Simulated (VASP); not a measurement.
Wanted: the native input for a VASP 6.6.1 run.

```yaml
Task: single point
Functional: PBEsol
Potentials_or_basis: VASP PAW PBE potentials, release 64 (Ca_sv)
Cutoff: 520 eV
k_mesh: 20 × 20 × 20
Occupations: gaussian, width 0.15 eV
Spin: no spin polarisation
Dipole_correction: no
Further_INCAR_settings: ALGO = Fast; EDIFF = 1e-06; NBANDS = 11
```

The structure of Ca lies in POSCAR:

```
Ca
1.0
    3.5421633102     -0.5449482016     -0.5449482016
   -0.5449482016      3.5421633102     -0.5449482016
   -0.5449482016     -0.5449482016      3.5421633102
Ca
1
Direct
    0.0000000000      0.0000000000      0.0000000000
```

This cell differs from its parent crystal: ratio of the length along [111] to the lengths across it x 0.6, volume and fractional coordinates fixed.

These files were run (other wordings do the same):

INCAR

```
PREC = Accurate ; ENCUT = 520
EDIFF = 1E-6 ; ISMEAR = 0
SIGMA = 0.15 ; LREAL = False
LASPH = True ; NELM = 100
ALGO = Fast ; ISIF = 2
LWAVE = False ; LCHARG = False
GGA = PS ; NBANDS = 11
```

KPOINTS

```
regular mesh
0
Gamma
  20 20 20
```

Potentials or basis: VASP PAW PBE potentials, release 64 (Ca_sv).

Command:

```console
$ cat potpaw_PBE.64/Ca_sv/POTCAR > POTCAR
$ mpirun -np 1 vasp_std > vasp.out
```

Results of the run:

* Pressure: -0.1 GPa
* Band gap on the k mesh: zero (bands 5 and 6 overlap by 0.77 eV)

Caveat: the PAW data sets were made with another functional, which shifts forces and pressure a little.

Wall time 6.1 min on 1 thread of AMD EPYC 9755 128-Core Processor (shared host), peak memory 0.4 GiB.
